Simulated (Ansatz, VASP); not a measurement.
## One calculation of Si, two programs

```
CELL_PARAMETERS angstrom
-1.51071 1.51071 2.29832
1.51071 -1.51071 2.29832
1.51071 1.51071 -2.29832
ATOMIC_POSITIONS crystal
Si 0.00000 0.00000 0.00000
```

Alike in both runs: task single point; functional r2SCAN; k mesh 8 × 8 × 8; occupations gaussian, width 0.1 eV; no spin polarisation.

|  | VASP | Ansatz |
| --- | --- | --- |
| version | VASP 6.6.1 | Ansatz 0.2.0 |
| potentials or method | VASP PAW PBE potentials, release 64 (Si), cutoff 520 eV | scalar-relativistic, plane waves, PAW |
| valence electrons in the cell | 4 | 4 |

VASP gave:

```
gap on the k mesh at the Fermi level (eV)                     : none
pressure (GPa)                                                : -14.3
traceless stress, the component that is largest in VASP (GPa) : -0.84
```

**Question.** Estimate Ansatz's values.

**Answer.** gap on the k mesh at the Fermi level (eV): none; pressure (GPa): -14.3; traceless stress, the component that is largest in VASP (GPa): -0.83.

VASP's potentials were made for PBE, not for r2SCAN. A gap of «none» marks a metal or a gap that the smearing closes. The functional is the same, so the differences come from potentials, cutoffs and numerics.

The k mesh is coarse, so the values compare programs but aren't converged.
